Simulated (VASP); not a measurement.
Runs of VASP 6.6.1 on Bi. The structure is that of space group Im-3m (No. 229), or close to it. The cells are those of the table. 

```csv
task,cell,k mesh,cutoff (eV),gap on the mesh (eV),pressure (GPa)
relaxation of cell and atoms,"relaxed from a = 3.459 Å, angles 109.5°, 1 atom",11 × 11 × 11,600,none,0.0
single point,"a = 3.368 Å, angles 109.5°, 1 atom",13 × 13 × 13,520,none,0.1
single point,"a = 3.368 Å, angles 109.5°, 1 atom",11 × 11 × 11,520,none,0.1
single point,"a = 3.412 Å, angles 109.5°, 1 atom",13 × 13 × 13,520,none,-2.2
single point,"a = 3.455 Å, angles 109.5°, 1 atom",13 × 13 × 13,520,none,-4.1
single point,"a = 3.275 Å, angles 109.5°, 1 atom",13 × 13 × 13,520,none,(a)
```

Alike in all rows: level LDA; potentials or basis VASP PAW LDA potentials, release 64 (Bi_d); no spin polarisation; smearing fermi-dirac 0.1 eV.

Q: Estimate the missing entries.

A: (a) 6.5.

Caveats: spin-orbit coupling is left out, which moves the levels of the heavy elements.

A k mesh can miss the band edges, and the runs leave out spin-orbit coupling on Bi.

A gap of «none» marks levels without a gap at the run's occupations.
